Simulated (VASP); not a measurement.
# ZrTi2C3 (I4/mmm) in VASP: a series of runs, part 2 of 2

VASP 6.6.1. Earlier steps stand in the parts before.

### Step 3. Single point, PBE

This run uses another cell than the first one, of 13.98 Å³/atom.

File INCAR:

```
ALGO = Normal ; EDIFF = 1E-7
ENCUT = 520 ; GGA = PE
ISIF = 2 ; ISMEAR = 0
LASPH = T ; LCHARG = T
LELF = T ; LREAL = F
LVHAR = T ; LWAVE = F
NBANDS = 33 ; NELM = 80
PREC = Accurate ; SIGMA = 0.1
```

File KPOINTS:

```
k-points
0
Gamma
  8 8 8
```

File POSCAR:

```
ZrTi2C3
1.0
   -1.7034640200      1.7034640200      7.2271857600
    1.7034640200     -1.7034640200      7.2271857600
    1.7034640200      1.7034640200     -7.2271857600
Zr Ti C
1 2 3
Direct
    0.0000000000      0.0000000000      0.0000000000
    0.6666666700      0.6666666700      0.0000000000
    0.3333333300      0.3333333300      0.0000000000
    0.8333333300      0.8333333300      0.0000000000
    0.5000000000      0.5000000000      0.0000000000
    0.1666666700      0.1666666700      0.0000000000
```

Potentials or basis: VASP PAW PBE potentials, release 64 (Zr_sv, Ti_sv, C).

The run is started by

```console
cat potpaw_PBE.64/Zr_sv/POTCAR potpaw_PBE.64/Ti_sv/POTCAR potpaw_PBE.64/C/POTCAR > POTCAR
mpirun -np 1 vasp_std > vasp.out
```

OUTCAR:

```text
EDIFF = 1E-7
   ENCUT = 520
   GGA = PE
   ISIF = 2
   ISMEAR = 0
   LASPH = T
   LREAL = F
   NELM = 80
   PREC = Accurate

 ion  position               nearest neighbor table
   1  0.000  0.000  0.000-   5 2.41   5 2.41   5 2.41   5 2.41   6 2.41   4 2.41   2 3.41   2 3.41
                             3 3.41   3 3.41   3 3.41   2 3.41   3 3.41   2 3.41
   2  0.667  0.667  0.000-   4 2.41   6 2.41   6 2.41   6 2.41   6 2.41   5 2.41   1 3.41   1 3.41
                             1 3.41   1 3.41
   3  0.333  0.333  0.000-   6 2.41   4 2.41   4 2.41   4 2.41   4 2.41   5 2.41   1 3.41   1 3.41
                             1 3.41   1 3.41
   4  0.833  0.833  0.000-   2 2.41   3 2.41   3 2.41   3 2.41   3 2.41   1 2.41
   5  0.500  0.500  0.000-   1 2.41   1 2.41   1 2.41   1 2.41   3 2.41   2 2.41
   6  0.167  0.167  0.000-   3 2.41   2 2.41   2 2.41   2 2.41   2 2.41   1 2.41

  LATTYP: Found a body centered tetragonal cell.
 ALAT       =     3.4069280400
 C/A-ratio  =     4.2426406869

  Lattice vectors:

 A1 = (  -1.7034640200,   1.7034640200,   7.2271857600)
 A2 = (   1.7034640200,  -1.7034640200,   7.2271857600)
 A3 = (   1.7034640200,   1.7034640200,  -7.2271857600)

Analysis of symmetry for initial positions (statically):
=====================================================================
 Subroutine PRICEL returns:
 Original cell was already a primitive cell.

 Routine SETGRP: Setting up the symmetry group for a
 body centered tetragonal supercell.

 Subroutine GETGRP returns: Found 16 space group operations
 (whereof 16 operations were pure point group operations)
 out of a pool of 16 trial point group operations.

The static configuration has the point symmetry D_4h.

Analysis of symmetry for dynamics (positions and initial velocities):
=====================================================================
 Subroutine PRICEL returns:
 Original cell was already a primitive cell.

 Routine SETGRP: Setting up the symmetry group for a
 body centered tetragonal supercell.

[... 131 lines left out ...]
     AMIX     =   0.40;   BMIX     =  1.00
     AMIX_MAG =   1.60;   BMIX_MAG =  1.00
  volume/ion in A,a.u.               =      13.98        94.35
  Fermi-wavevector in a.u.,A,eV,Ry     =   1.359117  2.568359 25.132671  1.847199
  Thomas-Fermi vector in A             =   2.485892
   LORBIT       =      0    0 simple, 1 ext, 2 COOP (PROOUT), +10 PAW based schemes
   GGA     = PE    functional components
   LHFCALC =     F    Hartree Fock is set to
   AEXX    =    0.0000 exact exchange contribution
   IVDW    =     0    specifies the selected vdW correction
   LEPSILON=     F    determine dielectric tensor
   LRPA    =     F    only Hartree local field effects (RPA)
 non-spin polarized calculation
 Gauss-broadening in eV      SIGMA  =   0.10
  energy-cutoff  :      520.00
  volume of cell :       83.89
 maximum number of plane-waves:      2278
 NGX is ok and might be reduce to    60
   NGX = 29   NGY = 29   NGZ = 29

 number of electron      48.0000004 magnetization

 Free energy of the ion-electron system (eV)
  ---------------------------------------------------
  ext. energy  EPLUGINS =         0.00000000
  ---------------------------------------------------
  free energy    TOTEN  =       -54.32853279 eV

  energy without entropy =      -54.32385018  energy(sigma->0) =      -54.32619149

 E-fermi :   6.9804     XC(G=0): -11.3418

 val. band max:        6.9198814530   @ k =   0.1250   0.0000   0.0000
 cond. band min:       7.0009209018   @ k =   0.5000   0.2500   0.1250
 fundamental gap:      0.0810394488
 Fermi energy:         6.9804094933

 k-point     1 :       0.0000    0.0000    0.0000
  band No.  band energies     occupation
      1     -50.4378      2.00000
      2     -50.4273      2.00000
      3     -41.4649      2.00000
      4     -26.6457      2.00000
      5     -26.6002      2.00000
      6     -26.6002      2.00000
[... 853 lines left out ...]
     32      10.4299      0.00000
     33      10.4802      0.00000

 [... further k-points ...]
[... 5 lines left out ...]
  --------------------------------------------------------------------------------------
  -------------------------------------------------------------------------------------
  Total      -16.7394875    -16.7394875    -17.3207256      0.0000000      0.0000000      0.0000000
  in kB     -319.7110158   -319.7110158   -330.8122051      0.0000000      0.0000000      0.0000000
  external PRESSURE =    -323.4114122 kB  Pullay stress =       0.0000000 kB

 VOLUME and BASIS-vectors are now :
 -----------------------------------------------------------------------------
  energy-cutoff  :      520.00
  volume of cell :       83.89
      direct lattice vectors                 reciprocal lattice vectors
    -1.703464020  1.703464020  7.227185760     0.000000000  0.293519554  0.069183222
     1.703464020 -1.703464020  7.227185760     0.293519554  0.000000000  0.069183222
     1.703464020  1.703464020 -7.227185760     0.293519554  0.293519554  0.000000000

 POSITION                                       TOTAL-FORCE (eV/Angst)
 -----------------------------------------------------------------------------------
      0.00000      0.00000      0.00000        -0.000000     -0.000000      0.000000
      0.00000      0.00000      9.63625         0.000000      0.000000      0.335226
      0.00000      0.00000      4.81812         0.000000      0.000000     -0.335226
      0.00000      0.00000     12.04531         0.000000      0.000000     -0.506971
      0.00000      0.00000      7.22719        -0.000000     -0.000000      0.000000
      0.00000      0.00000      2.40906        -0.000000     -0.000000      0.506971
 -----------------------------------------------------------------------------------
    total drift:                               -0.000000      0.000000     -0.000000

  FREE ENERGIE OF THE ION-ELECTRON SYSTEM (eV)
  ---------------------------------------------------
  free  energy   TOTEN  =       -54.3285327925 eV

  energy  without entropy=      -54.3238501842  energy(sigma->0) =      -54.32619149
```

OSZICAR:

```text
N       E                     dE             d eps       ncg     rms          rms(c)
DAV:   1     0.576996801315E+03    0.57700E+03   -0.23644E+04  3894   0.162E+03
DAV:   2     0.960817475658E+01   -0.56739E+03   -0.54225E+03  4061   0.488E+02
DAV:   3    -0.650267901519E+02   -0.74635E+02   -0.71552E+02  6222   0.153E+02
DAV:   4    -0.705999598898E+02   -0.55732E+01   -0.55565E+01  5885   0.385E+01
DAV:   5    -0.709156372076E+02   -0.31568E+00   -0.31558E+00  5748   0.779E+00    0.277E+01
DAV:   6    -0.589726783791E+02    0.11943E+02   -0.14225E+02  5720   0.606E+01    0.200E+01
DAV:   7    -0.556988035418E+02    0.32739E+01   -0.58281E+01  5810   0.450E+01    0.925E+00
DAV:   8    -0.547430641734E+02    0.95574E+00   -0.60626E+00  5646   0.122E+01    0.583E+00
DAV:   9    -0.545369665738E+02    0.20610E+00   -0.45455E+00  5916   0.126E+01    0.421E+00
DAV:  10    -0.543269976363E+02    0.20997E+00   -0.12337E+00  5684   0.641E+00    0.759E-01
DAV:  11    -0.543284763546E+02   -0.14787E-02   -0.44201E-02  5151   0.124E+00    0.388E-01
DAV:  12    -0.543287381649E+02   -0.26181E-03   -0.13183E-02  5594   0.554E-01    0.186E-01
DAV:  13    -0.543291686171E+02   -0.43045E-03   -0.50609E-03  5958   0.360E-01    0.202E-01
DAV:  14    -0.543285405064E+02    0.62811E-03   -0.34127E-03  5896   0.369E-01    0.350E-02
DAV:  15    -0.543285378686E+02    0.26378E-05   -0.14685E-04  5881   0.647E-02    0.182E-02
DAV:  16    -0.543285331527E+02    0.47159E-05   -0.19824E-05  5521   0.219E-02    0.676E-03
DAV:  17    -0.543285327518E+02    0.40091E-06   -0.30888E-06  5777   0.121E-02    0.238E-03
DAV:  18    -0.543285327925E+02   -0.40704E-07   -0.50714E-07  4695   0.504E-03
   1 F= -.54328533E+02 E0= -.54326191E+02  d E =-.468261E-02
```

stdout:

```text
POSCAR found type information on POSCAR ZrTiC
 POSCAR found :  3 types and       6 ions
 scaLAPACK will be used
 LDA part: xc-table for (Slater+PW92), standard interpolation
 POSCAR, INCAR and KPOINTS ok, starting setup
 FFT: planning ... GRIDC
 FFT: planning ... GRID_SOFT
 FFT: planning ... GRID
 WAVECAR not read
 entering main loop
```

Run time: 15 min. Hardware: 1 thread of Intel Xeon Platinum 8259CL at 2.50GHz (Skylake/Cascade Lake), shared host; peak memory 0.56 GiB.

What came out:

```
Free energy            : -54.3285 eV
Pressure               : -32.3 GPa
Largest force          : 0.507 eV/Å
Band gap on the k mesh : zero (bands 24 and 25 overlap by 0.91 eV)
```

Forces in eV/Å, atoms in the order of the input:
```
Zr   0.000  0.000  0.000
Ti   0.000  0.000  0.335
Ti   0.000  0.000 -0.335
C    0.000  0.000 -0.507
C    0.000  0.000  0.000
C    0.000  0.000  0.507
```

Caveat: the cell stands under tension.

### Step 4. Single point, PBE, collinear spin

File INCAR:

```
ALGO = Normal
EDIFF = 1E-6
ENCUT = 520
GGA = PE
ISIF = 2
ISMEAR = 0
ISPIN = 2
LASPH = T
LCHARG = F
LMAXMIX = 4
LORBIT = 11
LREAL = F
LWAVE = F
MAGMOM = 1 1 1 0 0 0
NBANDS = 37
NELM = 150
PREC = Accurate
SIGMA = 0.1
```

KPOINTS is that of step 3.

File POSCAR:

```
ZrTi2C3
1.0
   -1.5886337818      1.5886337818      6.6834973614
    1.5886337818     -1.5886337818      6.6834973614
    1.5886337818      1.5886337818     -6.6834973614
Zr Ti C
1 2 3
Direct
    0.0000000000      0.0000000000      0.0000000000
    0.6705901767      0.6705901767      0.0000000000
    0.3294098233      0.3294098233      0.0000000000
    0.8279857603      0.8279857603      0.0000000000
    0.5000000000      0.5000000000      0.0000000000
    0.1720142397      0.1720142397      0.0000000000
```

Potentials or basis: VASP PAW PBE potentials, release 64 (Zr_sv, Ti_sv, C).

The run is started by

```console
cat potpaw_PBE.64/Zr_sv/POTCAR potpaw_PBE.64/Ti_sv/POTCAR potpaw_PBE.64/C/POTCAR > POTCAR
mpirun -np 1 vasp_std > vasp.out
```

OUTCAR:

```text
EDIFF = 1E-6
   ENCUT = 520
   GGA = PE
   ISIF = 2
   ISMEAR = 0
   ISPIN = 2
   LASPH = T
   LORBIT = 11
   LREAL = F
   NELM = 150
   PREC = Accurate

 ion  position               nearest neighbor table
   1  0.000  0.000  0.000-   5 2.25   5 2.25   5 2.25   5 2.25   6 2.30   4 2.30   2 3.20   3 3.20
                             2 3.20   3 3.20   2 3.20   3 3.20   3 3.20   2 3.20
   2  0.671  0.671  0.000-   4 2.10   6 2.25   6 2.25   6 2.25   6 2.25   5 2.28   1 3.20   1 3.20
                             1 3.20   1 3.20
   3  0.329  0.329  0.000-   6 2.10   4 2.25   4 2.25   4 2.25   4 2.25   5 2.28   1 3.20   1 3.20
                             1 3.20   1 3.20
   4  0.828  0.828  0.000-   2 2.10   3 2.25   3 2.25   3 2.25   3 2.25   1 2.30
   5  0.500  0.500  0.000-   1 2.25   1 2.25   1 2.25   1 2.25   3 2.28   2 2.28
   6  0.172  0.172  0.000-   3 2.10   2 2.25   2 2.25   2 2.25   2 2.25   1 2.30

  LATTYP: Found a body centered tetragonal cell.
 ALAT       =     3.1772675636
 C/A-ratio  =     4.2070724153

  Lattice vectors:

 A1 = (  -1.5886337818,   1.5886337818,   6.6834973614)
 A2 = (   1.5886337818,  -1.5886337818,   6.6834973614)
 A3 = (   1.5886337818,   1.5886337818,  -6.6834973614)

Analysis of symmetry for initial positions (statically):
=====================================================================
 Subroutine PRICEL returns:
 Original cell was already a primitive cell.

 Routine SETGRP: Setting up the symmetry group for a
 body centered tetragonal supercell.

 Subroutine GETGRP returns: Found 16 space group operations
 (whereof 16 operations were pure point group operations)
 out of a pool of 16 trial point group operations.

The static configuration has the point symmetry D_4h.

Analysis of symmetry for dynamics (positions and initial velocities):
=====================================================================
 Subroutine PRICEL returns:
 Original cell was already a primitive cell.

[... 191 lines left out ...]
      1     -47.4560      1.00000
      2     -47.4135      1.00000
      3     -38.3432      1.00000
      4     -23.7640      1.00000
      5     -23.6615      1.00000
      6     -23.6615      1.00000
[... 925 lines left out ...]
     35      15.1232      0.00000
     36      15.1278      0.00000

 [... further k-points ...]

 spin component 2

 k-point     1 :       0.0000    0.0000    0.0000
  band No.  band energies     occupation
      1     -47.4560      1.00000
      2     -47.4135      1.00000
      3     -38.3432      1.00000
      4     -23.7639      1.00000
      5     -23.6614      1.00000
      6     -23.6614      1.00000
[... 925 lines left out ...]
     35      15.1232      0.00000
     36      15.1278      0.00000

 [... further k-points ...]

 [bands above 36 left out]

------------------------ aborting loop because EDIFF is reached ----------------------------------------

  FORCE on cell =-STRESS in cart. coord.  units (eV):
  Direction    XX          YY          ZZ          XY          YZ          ZX
  --------------------------------------------------------------------------------------
  -------------------------------------------------------------------------------------
  Total       -0.0000117     -0.0000117      0.1479193      0.0000000      0.0000000      0.0000000
  in kB       -0.0002770     -0.0002770      3.5125617      0.0000000      0.0000000      0.0000000
  external PRESSURE =       1.1706692 kB  Pullay stress =       0.0000000 kB

 VOLUME and BASIS-vectors are now :
 -----------------------------------------------------------------------------
  energy-cutoff  :      520.00
  volume of cell :       67.47
      direct lattice vectors                 reciprocal lattice vectors
    -1.588633782  1.588633782  6.683497361     0.000000000  0.314735848  0.074811132
     1.588633782 -1.588633782  6.683497361     0.314735848  0.000000000  0.074811132
     1.588633782  1.588633782 -6.683497361     0.314735848  0.314735848  0.000000000

 POSITION                                       TOTAL-FORCE (eV/Angst)
 -----------------------------------------------------------------------------------
      0.00000      0.00000      0.00000        -0.000000     -0.000000     -0.000000
      0.00000      0.00000      8.96378         0.000000      0.000000     -0.036526
      0.00000      0.00000      4.40322        -0.000000     -0.000000      0.036526
      0.00000      0.00000     11.06768         0.000000      0.000000     -0.017898
      0.00000      0.00000      6.68350        -0.000000     -0.000000     -0.000000
      0.00000      0.00000      2.29931        -0.000000     -0.000000      0.017898
 -----------------------------------------------------------------------------------
    total drift:                               -0.000000     -0.000000      0.000000

  FREE ENERGIE OF THE ION-ELECTRON SYSTEM (eV)
  ---------------------------------------------------
  free  energy   TOTEN  =       -56.4187830083 eV

  energy  without entropy=      -56.4159636266  energy(sigma->0) =      -56.41737332

 total charge

# of ion       s       p       d       tot
------------------------------------------
    1        2.195   6.067   1.759  10.021
    2        2.184   6.211   1.886  10.281
    3        2.184   6.211   1.886  10.281
    4        0.890   1.475   0.000   2.365
    5        0.900   1.509   0.000   2.408
    6        0.890   1.475   0.000   2.365
--------------------------------------------------
tot          9.242  22.948   5.530  37.721

 magnetization (x)

# of ion       s       p       d       tot
------------------------------------------
    1        0.000  -0.000   0.000   0.000
    2       -0.000  -0.000   0.000   0.000
    3       -0.000  -0.000   0.000   0.000
    4       -0.000  -0.000   0.000  -0.000
    5       -0.000  -0.000   0.000  -0.000
    6       -0.000  -0.000   0.000  -0.000
--------------------------------------------------
tot         -0.000  -0.000   0.000   0.000
```

It took 22 min on 1 thread of Intel Xeon Platinum 8259CL at 2.50GHz (Skylake/Cascade Lake), shared host; peak memory 0.64 GiB.

What came out:

- Free energy: -56.4188 eV
- Pressure: 0.1 GPa
- Largest force: 0.037 eV/Å
- Band gap on the k mesh: zero (filled and empty bands overlap)
- Net moment: 0.00 μB per cell
- Valence electrons inside the program's atomic spheres: Zr 10.02; Ti 10.28; C 2.37, 2.41 (each value once)

Forces on the atoms (eV/Å):
```
Zr   0.000  0.000  0.000
Ti   0.000  0.000 -0.037
Ti   0.000  0.000  0.037
C    0.000  0.000 -0.018
C    0.000  0.000  0.000
C    0.000  0.000  0.018
```

Levels at points of the mesh, in eV from the Fermi level:
Spin up:
```
           k point  band 20  band 21  band 22  band 23  band 24  band 25  band 26  band 27  band 28  band 29
(0.00, 0.00, 0.00)    -0.60    -0.60    -0.22    -0.22     0.81     0.82     0.82     1.30     1.33     1.33
(0.50, 0.00, 0.00)    -2.85    -2.81    -2.60    -2.47    -2.19     2.10     2.41     2.43     2.67     3.27
(0.50, 0.50, 0.00)    -2.19    -2.13    -1.80    -1.60    -0.03     0.15     1.67     2.08     2.83     3.05
(0.50, 0.50, 0.50)    -0.52    -0.52    -0.22    -0.22    -0.02     0.11     0.11     0.13     1.63     2.12
```
Spin down:
```
           k point  band 20  band 21  band 22  band 23  band 24  band 25  band 26  band 27  band 28  band 29
(0.00, 0.00, 0.00)    -0.60    -0.60    -0.22    -0.22     0.81     0.82     0.82     1.30     1.33     1.33
(0.50, 0.00, 0.00)    -2.85    -2.81    -2.60    -2.47    -2.19     2.10     2.41     2.43     2.67     3.27
(0.50, 0.50, 0.00)    -2.19    -2.13    -1.80    -1.60    -0.03     0.15     1.67     2.08     2.83     3.05
(0.50, 0.50, 0.50)    -0.52    -0.52    -0.22    -0.22    -0.02     0.11     0.11     0.13     1.63     2.12
```

### Step 5. The runs side by side

| spin | cell | gap on the mesh (eV) | pressure (GPa) | largest force (eV/Å) |
| --- | --- | --- | --- | --- |
| off | a = 7.051 Å, angles 154.0, 154.0, 37.2°, 6 atoms, atomic positions A | none | 0.1 | 0.04 |
| off | a = 7.618 Å, angles 154.2, 154.2, 36.9°, 6 atoms, atomic positions B | none | -32.3 | 0.51 |
| collinear | a = 7.051 Å, angles 154.0, 154.0, 37.2°, 6 atoms, atomic positions A | none | 0.1 | 0.04 |

Alike in all rows: task single point; level PBE; potentials or basis VASP PAW PBE potentials, release 64 (Zr_sv, Ti_sv, C); k mesh 8 × 8 × 8; cutoff (eV) 520; smearing gaussian 0.1 eV.

Caveats: the cell stands under tension (at least some runs).

Absolute energies hang on the potentials; compare differences alone.

The gap in the log of VASP goes by the Fermi energy; the results here count the filled bands.